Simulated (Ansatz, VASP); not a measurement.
AlP: VASP beside Ansatz

INCAR

```
SYSTEM = AlP
ALGO = Normal ; EDIFF = 1E-6
ENCUT = 500 ; GGA = CA
GGA_COMPAT = .False. ; ISIF = 2
ISMEAR = 0 ; LASPH = .True.
LCHARG = .True. ; LELF = .True.
LREAL = .False. ; LVHAR = .True.
LWAVE = .False. ; NBANDS = 11
NELM = 120 ; PREC = Accurate
SIGMA = 0.01
```

Contents of KPOINTS:

```
k-points
0
Gamma
  6 6 6
  0 0 0
```

The input POSCAR:

```
AlP
1.0
    0.0000000000      2.7255000000      2.7255000000
    2.7255000000      0.0000000000      2.7255000000
    2.7255000000      2.7255000000      0.0000000000
Al P
1 1
Direct
    0.0000000000      0.0000000000      0.0000000000
    0.2500000000      0.2500000000      0.2500000000
```

Input for Ansatz:

```yaml
crystal:
  lattice:
    - [0.0, 2.7255, 2.7255]
    - [2.7255, 0.0, 2.7255]
    - [2.7255, 2.7255, 0.0]
  atoms:
    - { symbol: Al, position: [0.0, 0.0, 0.0] }
    - { symbol: P, position: [0.25, 0.25, 0.25] }
basis:
  ecutwfc: 500.0
kpoints:
  mp_grid:
    grid: [6, 6, 6]
hamiltonian:
  xc: lda
scf:
  occupations:
    method: fixed
output:
  stress: true
```

Alike in both runs: task single point; functional LDA; k mesh 6 × 6 × 6; no spin polarisation.

```csv
,VASP,Ansatz
version,VASP 6.6.1,Ansatz 0.2.0
potentials or method,"VASP PAW LDA potentials, release 64 (Al, P), cutoff 500 eV","plane waves, PAW"
occupations,"gaussian, width 0.01 eV",fixed
valence electrons in the cell,8,8
```

Ansatz gave:

```
pressure (GPa) : -0.8
```

Task: What did VASP give for the same quantities?

Result: Pressure (GPa): -0.7.

LDA's correlation is that of Perdew and Zunger in VASP and of Perdew and Wang (1992) in Ansatz.
